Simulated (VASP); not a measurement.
Here is a VASP 6.6.1 calculation.

INCAR

```
ALGO = Normal
EDIFF = 1E-7
EDIFFG = -0.04
ENCUT = 600
GGA = PS
GGA_COMPAT = F
IBRION = 2
ISIF = 3
ISMEAR = 0
LASPH = T
LCHARG = F
LREAL = F
LWAVE = F
NELM = 120
NELMIN = 4
NSW = 90
PREC = Accurate
SIGMA = 0.1
```

File KPOINTS:

```
k-points
0
Gamma
  9 9 9
```

POSCAR

```
Cu
1.0
    1.2713610626      0.7340206517      2.0262860593
   -1.2713610626      0.7340206517      2.0262860593
    0.0000000000     -1.4680413035      2.0262860593
Cu
1
Direct
    0.5000000000      0.5000000000      0.5000000000
```

Potentials or basis: VASP PAW PBE potentials, release 64 (Cu).

Command:

```bash
$ cat potpaw_PBE.64/Cu/POTCAR > POTCAR
$ mpirun -np 1 vasp_std > vasp.out
```

(1) What does it give for the space group after relaxing (to 0.1 Å)?

(2) Predict the relaxed cell.

(3) Estimate the band gap on the k mesh.

(4) What does it give for the relaxed volume?

Answers

(1) Fm-3m (No. 225).

(2) a = 2.522 Å, b = 2.522 Å, c = 2.522 Å, α = 59.96°, β = 59.96°, γ = 59.96°.

(3) zero (an odd number of electrons rules out a gap without spin polarisation).

(4) 11.34 Å³/atom.

Caveat: the PAW data sets were made with another functional, which shifts forces and pressure a little.
